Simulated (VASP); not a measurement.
Sb:

```
Sb
1.0
     2.15420    1.24373    3.75800
    -2.15420    1.24373    3.75800
     0.00000   -2.48746    3.75800
Sb
2
Cartesian
  0.0000 0.0000 2.6324
  0.0000 0.0000 8.6416
```

Base run:

| Quantity | Value |
| --- | --- |
| Program | VASP 6.6.1 |
| Functional | PBE |
| Potentials or basis | VASP PAW PBE potentials, release 64 (Sb) |
| Cutoff | 520 eV |
| k mesh | 9 × 9 × 9 |
| Occupations | fermi-dirac, width 0.1 eV |
| Spin | no spin polarisation |

Its results: band gap on the k mesh 0.08 eV, indirect (least direct gap 0.49 eV); pressure 2.8 GPa; largest force 0.237 eV/Å.

**Question.** After a change of settings the same cell gave: band gap on the k mesh 0.14 eV, indirect (least direct gap 0.52 eV); pressure 7.2 GPa; largest force 0.239 eV/Å. Which change was it?
A. functional from PBE to BLYP
B. functional from PBE to PBEsol
C. functional from PBE to LDA; potentials or basis from VASP PAW PBE potentials, release 64 (Sb) to VASP PAW LDA potentials, release 64 (Sb)

**Answer.** A.

BLYP binds less tightly than PBE, so the same cell stands under more pressure.

Caveats: spin-orbit coupling is left out, which moves the levels of the heavy elements; the PAW data sets were made with another functional, which shifts forces and pressure a little (some runs).
